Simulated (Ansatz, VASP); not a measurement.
# AlCo in VASP and in Ansatz

```
Al Co
1.0
     2.59385    0.00000    0.00000
     0.00000    2.59385    0.00000
     0.00000    0.00000    2.59385
Al Co
1 1
Direct
  0.00000 0.00000 0.00000
  0.50000 0.50000 0.50000
```

Change from the starting cell: strain -0.080 along x and y, -0.080 along z, atoms carried along.

Alike in both runs: task single point; functional PBEsol; k mesh 16 × 16 × 16; occupations gaussian, width 0.15 eV; no spin polarisation.

|  | VASP | Ansatz |
| --- | --- | --- |
| version | VASP 6.6.1 | Ansatz 0.2.0 |
| potentials or method | VASP PAW PBE potentials, release 64 (Al, Co), cutoff 520 eV | scalar-relativistic, plane waves, PAW |
| valence electrons in the cell | 12 | 20 |

Ansatz gave:

| Item | Value |
| --- | --- |
| gap on the k mesh at the Fermi level (eV) | none |
| pressure (GPa) | 83.9 |

Task: Which values does VASP return?

Result: gap on the k mesh at the Fermi level (eV): none; pressure (GPa): 84.4.

VASP's potentials were made for PBE, not for PBEsol. A gap of «none» marks a metal or a gap that the smearing closes. Both programs put the cell under a high pressure, so it lies far from rest at this level. The functional is the same, so the differences come from potentials, cutoffs and numerics. VASP's potentials hold 12 valence electrons a cell and Ansatz's 20, so a difference there can come from the potentials and not from the codes.

Noted on VASP's run: the cell as given lies far from equilibrium.
